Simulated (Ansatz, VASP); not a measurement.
BeRe in VASP and in Ansatz

```
CELL_PARAMETERS angstrom
2.83247 0.00000 0.00000
0.00000 2.83247 0.00000
0.00000 0.00000 2.83247
ATOMIC_POSITIONS crystal
Be 0.50000 0.50000 0.50000
Re 0.00000 0.00000 0.00000
```

Alike in both runs: functional PBE; k mesh 20 × 20 × 20; occupations gaussian, width 0.1 eV; no spin polarisation.

Ansatz relaxed the structure, and its values are those at the end. VASP's run is a single point on that final structure, the one shown.

|  | VASP | Ansatz |
| --- | --- | --- |
| version | VASP 6.6.1 | Ansatz 0.2.0 |
| potentials or method | VASP PAW PBE potentials, release 64 (Be, Re), cutoff 520 eV | scalar-relativistic, plane waves, PAW |
| valence electrons in the cell | 9 | 17 |

Ansatz gave:

```
gap on the k mesh at the Fermi level (eV) : none
pressure (GPa)                            : 0.0
```

Question: What did VASP give for the same quantities?

Answer: gap on the k mesh at the Fermi level (eV): none; pressure (GPa): 0.3.

A gap of «none» marks a metal or a gap that the smearing closes. The functional is the same, so the differences come from potentials, cutoffs and numerics. VASP's potentials hold 9 valence electrons a cell and Ansatz's 17, so a difference there can come from the potentials and not from the codes.

Neither program's run includes spin-orbit coupling.
